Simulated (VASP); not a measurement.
Set up this calculation in VASP 6.6.1, as the native input.

```yaml
Task: single point
Functional: r2SCAN
Potentials_or_basis: VASP PAW PBE potentials, release 64 (Zr_sv, N)
Cutoff: 520 eV
k_mesh: 4 × 4 × 6, shifted
Occupations: gaussian, width 0.1 eV
Spin: no spin polarisation
Dipole_correction: no
Further_INCAR_settings: ALGO = Normal; EDIFF = 1e-06; NBANDS = 38
```

The system is Zr2N.

```
Zr N
1.0
     5.41300    0.00000    0.00000
     0.00000    5.41300    0.00000
     0.00000    0.00000    3.30779
Zr N
4 2
Direct
  0.29613 0.29613 0.00000
  0.70387 0.70387 0.00000
  0.79613 0.20387 0.50000
  0.20387 0.79613 0.50000
  0.00000 0.00000 0.00000
  0.50000 0.50000 0.50000
```

One way to write it, as run:

POSCAR

```
Zr2N
1.0
    5.4130027300      0.0000000000      0.0000000000
    0.0000000000      5.4130027300      0.0000000000
    0.0000000000      0.0000000000      3.3077891900
Zr N
4 2
Direct
    0.2961254600      0.2961254600      0.0000000000
    0.7038745400      0.7038745400      0.0000000000
    0.7961254600      0.2038745400      0.5000000000
    0.2038745400      0.7961254600      0.5000000000
    0.0000000000      0.0000000000      0.0000000000
    0.5000000000      0.5000000000      0.5000000000
```

INCAR.step1

```
SYSTEM = Zr2N
PREC     = Accurate       ! precision mode
ENCUT    = 520            ! plane-wave cutoff, eV
ISMEAR   = 0              ! smearing method
SIGMA    = 0.1            ! smearing width, eV
LREAL    = .False.        ! projectors in reciprocal space
LASPH    = .True.         ! aspherical terms in the spheres
NELM     = 100            ! most SCF steps
NBANDS   = 38             ! bands
GGA      = PE             ! functional
ALGO     = Normal         ! electronic algorithm
EDIFF    = 1E-4           ! SCF threshold, eV
LWAVE    = .True.         ! write WAVECAR
LCHARG   = .False.        ! write CHGCAR
```

INCAR.step2

```
SYSTEM = Zr2N
PREC     = Accurate       ! precision mode
ENCUT    = 520            ! plane-wave cutoff, eV
EDIFF    = 1E-6           ! SCF threshold, eV
ISMEAR   = 0              ! smearing method
SIGMA    = 0.1            ! smearing width, eV
LREAL    = .False.        ! projectors in reciprocal space
LASPH    = .True.         ! aspherical terms in the spheres
NELM     = 100            ! most SCF steps
ALGO     = Normal         ! electronic algorithm
ISIF     = 2              ! what is computed and relaxed
LWAVE    = .False.        ! write WAVECAR
LCHARG   = .False.        ! write CHGCAR
METAGGA  = R2SCAN         ! meta-GGA
LMIXTAU  = .True.       
NBANDS   = 38             ! bands
ISTART   = 1
```

KPOINTS

```
Automatic mesh
0
Gamma
  4 4 6
  0.5 0.5 0.5
```

Potentials or basis: VASP PAW PBE potentials, release 64 (Zr_sv, N).

Run with:

```bash
$ cat potpaw_PBE.64/Zr_sv/POTCAR potpaw_PBE.64/N/POTCAR > POTCAR
$ cp INCAR.step1 INCAR
$ mpirun -np 1 vasp_std > vasp.out
$ cp INCAR.step2 INCAR
$ mpirun -np 1 vasp_std > vasp.out
```

Results of the run:

```yaml
Pressure: 0.0 GPa
Band_gap_on_the_k_mesh: zero (bands 29 and 30 overlap by 1.48 eV)
```

Caveat: the PAW data sets were made with another functional, which shifts forces and pressure a little.

Run time: 3.5 min on 1 thread of Intel Xeon 8259CL (shared host), peak memory 0.22 GiB.
